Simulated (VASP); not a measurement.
# La5O (F-43m) in VASP: single point with PBE

Aim: the single point of La5O with PBE.

All numbers are computed with VASP 6.6.1; they aren't measurements. Logs are shortened: lines on timing, memory, paths and dates and some standing lists are left out, and cuts for length are marked.

## (1) The cell of the first run

It takes space group F-43m (No. 216, cubic). The conventional cell has a = 9.237 Å, b = 9.237 Å, c = 9.237 Å, α = 90.00°, β = 90.00°, γ = 90.00°. Within 4.2 Å of La (site symmetry 3m) lie 9 La at 3.20 to 3.82 Å and 3 O at 3.84 Å. La (site symmetry -43m) has 12 La at 3.82 Å and 4 O at 4.00 Å within 5.0 Å. O (site symmetry -43m) has 16 La at 3.84 to 4.00 Å within 5.0 Å.

## (2) Single point, PBE

The input, POSCAR:

```
La5O
1.0
    0.0000000000      4.6184422083      4.6184422083
    4.6184422083      0.0000000000      4.6184422083
    4.6184422083      4.6184422083      0.0000000000
La O
5 1
Direct
    0.3776397319      0.3776397319      0.8670808044
    0.3776397319      0.8670808044      0.3776397319
    0.8670808044      0.3776397319      0.3776397319
    0.3776397319      0.3776397319      0.3776397319
    0.7500000000      0.7500000000      0.7500000000
    0.0000000000      0.0000000000      0.0000000000
```

The input, INCAR.step1:

```
  PREC = Accurate
  ENCUT = 520
  EDIFF = 1E-6
  ISMEAR = 0
  SIGMA = 0.1
  LREAL = F
  LASPH = T
  NELM = 60
  ALGO = Normal
  ISIF = 2
  LWAVE = F
  LCHARG = T
  LMAXMIX = 6
  GGA = PE
  NBANDS = 40
```

The input, KPOINTS.step1:

```
regular mesh
0
Gamma
  8 8 8
```

The input, INCAR.step2:

```
  PREC = Accurate
  ENCUT = 520
  EDIFF = 1E-6
  ISMEAR = -5
  SIGMA = 0.1
  LREAL = F
  LASPH = T
  NELM = 60
  ALGO = Normal
  ISIF = 2
  LWAVE = F
  LCHARG = F
  LMAXMIX = 6
  GGA = PE
  LORBIT = 11
  NBANDS = 40
  NEDOS = 2001
  ICHARG = 11
```

The input, KPOINTS.step2:

```
regular mesh
0
Gamma
  12 12 12
```

Potentials or basis: VASP PAW PBE potentials, release 64 (La, O).

Command:

```
cat potpaw_PBE.64/La/POTCAR potpaw_PBE.64/O/POTCAR > POTCAR
cp INCAR.step1 INCAR
cp KPOINTS.step1 KPOINTS
mpirun -np 1 vasp_std > vasp.out
cp INCAR.step2 INCAR
cp KPOINTS.step2 KPOINTS
mpirun -np 1 vasp_std > vasp.out
```

OUTCAR:

```text
PREC = Accurate
   ENCUT = 520
   EDIFF = 1E-6
   ISMEAR = -5
   LREAL = F
   LASPH = T
   NELM = 60
   ISIF = 2
   GGA = PE
   LORBIT = 11
   ICHARG = 11

 ion  position               nearest neighbor table
   1  0.378  0.378  0.867-   2 3.20   3 3.20   4 3.20   4 3.33   2 3.33   3 3.33
   2  0.378  0.867  0.378-   1 3.20   3 3.20   4 3.20   1 3.33   4 3.33   3 3.33
   3  0.867  0.378  0.378-   1 3.20   2 3.20   4 3.20   4 3.33   1 3.33   2 3.33
   4  0.378  0.378  0.378-   1 3.20   2 3.20   3 3.20   1 3.33   2 3.33   3 3.33
   5  0.750  0.750  0.750-
   6  0.000  0.000  0.000-

  LATTYP: Found a face centered cubic cell.
 ALAT       =     9.2368844166

  Lattice vectors:

 A1 = (   0.0000000000,   4.6184422083,   4.6184422083)
 A2 = (   4.6184422083,   0.0000000000,   4.6184422083)
 A3 = (   4.6184422083,   4.6184422083,   0.0000000000)

Analysis of symmetry for initial positions (statically):
=====================================================================
 Subroutine PRICEL returns:
 Original cell was already a primitive cell.

 Routine SETGRP: Setting up the symmetry group for a
 face centered cubic supercell.

 Subroutine GETGRP returns: Found 24 space group operations
 (whereof 24 operations were pure point group operations)
 out of a pool of 48 trial point group operations.

The static configuration has the point symmetry T_d .

Analysis of symmetry for dynamics (positions and initial velocities):
=====================================================================
 Subroutine PRICEL returns:
 Original cell was already a primitive cell.

 Routine SETGRP: Setting up the symmetry group for a
 face centered cubic supercell.

 Subroutine GETGRP returns: Found 24 space group operations
 (whereof 24 operations were pure point group operations)
 out of a pool of 48 trial point group operations.

The dynamic configuration has the point symmetry T_d .

 Subroutine INISYM returns: Found 24 space group operations
 (whereof 24 operations are pure point group operations),
 and found     1 'primitive' translations

----------------------------------------------------------------------------------------

                                     Primitive cell

  volume of cell :     197.0228

  direct lattice vectors                    reciprocal lattice vectors
     0.000000000  4.618442208  4.618442208    -0.108261612  0.108261612  0.108261612
     4.618442208  0.000000000  4.618442208     0.108261612 -0.108261612  0.108261612
     4.618442208  4.618442208  0.000000000     0.108261612  0.108261612 -0.108261612

  length of vectors
     6.531463608  6.531463608  6.531463608     0.187514613  0.187514613  0.187514613

  position of ions in fractional coordinates (direct lattice)
     0.377639732  0.377639732  0.867080804
     0.377639732  0.867080804  0.377639732
     0.867080804  0.377639732  0.377639732
     0.377639732  0.377639732  0.377639732
     0.750000000  0.750000000  0.750000000
     0.000000000  0.000000000  0.000000000

  ion indices of the primitive-cell ions
   primitive index   ion index
                 1           1
                 2           2
                 3           3
                 4           4
                 5           5
                 6           6

----------------------------------------------------------------------------------------

 KPOINTS: regular mesh

Automatic generation of k-mesh.
 Grid dimensions read from file:
 generate k-points for:   12   12   12

 Generating k-lattice:

  Cartesian coordinates                     Fractional coordinates (reciprocal lattice)
    -0.009021801  0.009021801  0.009021801     0.083333333  0.000000000  0.000000000
     0.009021801 -0.009021801  0.009021801     0.000000000  0.083333333  0.000000000
     0.009021801  0.009021801 -0.009021801     0.000000000  0.000000000  0.083333333

  Length of vectors
     0.015626218  0.015626218  0.015626218

  Shift w.r.t. Gamma in fractional coordinates (k-lattice)
     0.000000000  0.000000000  0.000000000

 TETIRR: Found    247 inequivalent tetrahedra from    10368

 Subroutine IBZKPT returns following result:
 ===========================================

 Found     72 irreducible k-points:

 Following reciprocal coordinates:
            Coordinates               Weight
  0.000000  0.000000  0.000000      1.000000
  0.083333  0.000000  0.000000      8.000000
  0.166667  0.000000  0.000000      8.000000
  0.250000  0.000000  0.000000      8.000000
  0.333333  0.000000  0.000000      8.000000
  0.416667  0.000000  0.000000      8.000000
[... 16 lines left out ...]
  0.500000  0.166667  0.000000     24.000000
 -0.416667  0.166667  0.000000     24.000000
 [... further k-points ...]
   k-points           NKPTS =     72   k-points in BZ     NKDIM =     72   number of bands    NBANDS=     40
   number of dos      NEDOS =   2001   number of ions     NIONS =      6
   total plane-waves  NPLWV = 125000
   dimension x,y,z NGX =    50 NGY =   50 NGZ =   50
   dimension x,y,z NGXF=   100 NGYF=  100 NGZF=  100
   ions per type =               5   1
   NGX,Y,Z   is equivalent  to a cutoff of  12.73, 12.73, 12.73 a.u.
   NGXF,Y,Z  is equivalent  to a cutoff of  25.45, 25.45, 25.45 a.u.
 SYSTEM =  unknown system
   PREC   = accura    normal or accurate (medium, high low for compatibility)
   ISTART =      0    job   : 0-new  1-cont  2-samecut
   ICHARG =     11    charge: 1-file 2-atom 10-const
   ISPIN  =      1    spin polarized calculation?
   LNONCOLLINEAR =      F non collinear calculations
   LSORBIT =      F    spin-orbit coupling
   LASPH  =      T    aspherical Exc in radial PAW
   ENCUT  =  520.0 eV  38.22 Ry    6.18 a.u.  12.14 12.14 12.14*2*pi/ulx,y,z
   NELM   =     60;   NELMIN=  2; NELMDL=  0     # of ELM steps
   EDIFF  = 0.1E-05   stopping-criterion for ELM
   LREAL  =      F    real-space projection
   EDIFFG = 0.1E-04   stopping-criterion for IOM
   NSW    =      0    number of steps for IOM
   IBRION =     -1    ionic relax: 0-MD 1-quasi-New 2-CG
   NFREE  =      0    steps in history (QN), initial steepest desc. (CG)
   ISIF   =      2    stress and relaxation
   ISYM   =      2    0-nonsym 1-usesym 2-fastsym
   POTIM  = 0.5000    time-step for ionic-motion
   TEBEG  =    0.0;   TEEND  =   0.0 temperature during run
   PSTRESS=    0.0 pullay stress
   NELECT =      61.0000    total number of electrons
   NUPDOWN=      -1.0000    fix difference up-down
   EMIN   =  10.00;   EMAX   =-10.00  energy-range for DOS
   EFERMI =   0.00;   METHOD = LEGACY
   ISMEAR =    -5;   SIGMA  =   0.10  broadening in eV -4-tet -1-fermi 0-gaus
   EFERMI_NEDOS =   21; number of points for ismear=-14 and -15
   IALGO  =     38    algorithm
   IMIX   =      4    mixing-type and parameters
     AMIX     =   0.40;   BMIX     =  1.00
     AMIX_MAG =   1.60;   BMIX_MAG =  1.00
  volume/ion in A,a.u.               =      32.84       221.60
  Fermi-wavevector in a.u.,A,eV,Ry     =   1.107506  2.092882 16.688480  1.226569
  Thomas-Fermi vector in A             =   2.244021
   LORBIT       =     11    0 simple, 1 ext, 2 COOP (PROOUT), +10 PAW based schemes
   GGA     = PE    functional components
   LHFCALC =     F    Hartree Fock is set to
   AEXX    =    0.0000 exact exchange contribution
   IVDW    =     0    specifies the selected vdW correction
   LEPSILON=     F    determine dielectric tensor
   LRPA    =     F    only Hartree local field effects (RPA)
 non-spin polarized calculation
 Fermi weights with tetrahedron method with Bloechl corrections
  energy-cutoff  :      520.00
  volume of cell :      197.02
 maximum number of plane-waves:      5346
 NGX is ok and might be reduce to    50

 number of electron      60.9999996 magnetization

 Free energy of the ion-electron system (eV)
  ---------------------------------------------------
  ext. energy  EPLUGINS =         0.00000000
  ---------------------------------------------------
  free energy    TOTEN  =       -26.43528275 eV

  energy without entropy =      -26.43528275  energy(sigma->0) =      -26.43528275

 E-fermi :   7.1135     XC(G=0):  -9.3784

 val. band max:        7.1121637126   @ k =  -0.4167   0.2500   0.0000
 cond. band min:       7.0961092154   @ k =  -0.3333   0.2500   0.0000
 fundamental gap:     -0.0160544973
 Fermi energy:         7.1135151192

 k-point     1 :       0.0000    0.0000    0.0000
  band No.  band energies     occupation
      1     -25.8668      2.00000
      2     -25.7076      2.00000
      3     -25.2352      2.00000
      4     -25.2352      2.00000
      5     -25.2352      2.00000
      6     -11.4015      2.00000
[... 32 lines left out ...]
     39       8.6767      0.00000
     40       8.7090      0.00000

 k-point     2 :       0.0833    0.0000    0.0000
  band No.  band energies     occupation
      1     -25.8611      2.00000
      2     -25.7069      2.00000
      3     -25.2430      2.00000
      4     -25.2353      2.00000
      5     -25.2353      2.00000
      6     -11.3721      2.00000
[... 935 lines left out ...]
     39       8.5901      0.00000
     40       8.6391      0.00000

 k-point    24 :      -0.4167    0.1667    0.0000
  band No.  band energies     occupation
      1     -25.7740      2.00000
      2     -25.6568      2.00000
      3     -25.4015      2.00000
      4     -25.2365      2.00000
      5     -25.2361      2.00000
      6     -10.8122      2.00000
[... 32 lines left out ...]
     39       8.5753      0.00000
     40       8.6595      0.00000

 [... further k-points ...]

------------------------ aborting loop because EDIFF is reached ----------------------------------------

  FORCE on cell =-STRESS in cart. coord.  units (eV):
  Direction    XX          YY          ZZ          XY          YZ          ZX
  --------------------------------------------------------------------------------------
  -------------------------------------------------------------------------------------
  Total       -0.0217249     -0.0217249     -0.0217249     -0.0000000      0.0000000     -0.0000000
  in kB       -0.1766659     -0.1766659     -0.1766659     -0.0000000      0.0000000     -0.0000000
  external PRESSURE =      -0.1766659 kB  Pullay stress =       0.0000000 kB

 VOLUME and BASIS-vectors are now :
 -----------------------------------------------------------------------------
  energy-cutoff  :      520.00
  volume of cell :      197.02
      direct lattice vectors                 reciprocal lattice vectors
     0.000000000  4.618442208  4.618442208    -0.108261612  0.108261612  0.108261612
     4.618442208  0.000000000  4.618442208     0.108261612 -0.108261612  0.108261612
     4.618442208  4.618442208  0.000000000     0.108261612  0.108261612 -0.108261612

 POSITION                                       TOTAL-FORCE (eV/Angst)
 -----------------------------------------------------------------------------------
      5.74867      5.74867      3.48821        -0.007511     -0.007511      0.007511
      5.74867      3.48821      5.74867        -0.007511      0.007511     -0.007511
      3.48821      5.74867      5.74867         0.007511     -0.007511     -0.007511
      3.48821      3.48821      3.48821         0.007511      0.007511      0.007511
      6.92766      6.92766      6.92766        -0.000000     -0.000000     -0.000000
      0.00000      0.00000      0.00000        -0.000000     -0.000000     -0.000000
 -----------------------------------------------------------------------------------
    total drift:                               -0.002478     -0.002478     -0.002478

  FREE ENERGIE OF THE ION-ELECTRON SYSTEM (eV)
  ---------------------------------------------------
  free  energy   TOTEN  =       -26.4352827521 eV

  energy  without entropy=      -26.4352827521  energy(sigma->0) =      -26.43528275

 total charge

# of ion       s       p       d       f       tot
--------------------------------------------------
    1        2.053   5.516   1.104   0.144   8.817
    2        2.053   5.516   1.104   0.144   8.817
    3        2.053   5.516   1.104   0.144   8.817
    4        2.053   5.516   1.104   0.144   8.817
    5        2.065   5.558   0.848   0.078   8.548
    6        1.597   3.105   0.000   0.000   4.702
--------------------------------------------------
tot         11.872  30.728   5.265   0.653  48.519
```

It took 12 min on 1 thread of Intel Xeon 6975P-C (Granite Rapids), shared host; peak memory 0.66 GiB.

Results:

```yaml
Valence_electrons_inside_the_program's_atomic_spheres: La 8.82, 8.55 (each value once); O 4.70
```

Caveat: spin-orbit coupling is left out, which moves the levels of the heavy elements; an odd number of electrons without spin polarisation forces a metal; a magnetic or distorted state may lie lower; tetrahedron occupations give inexact forces and stress in metals.
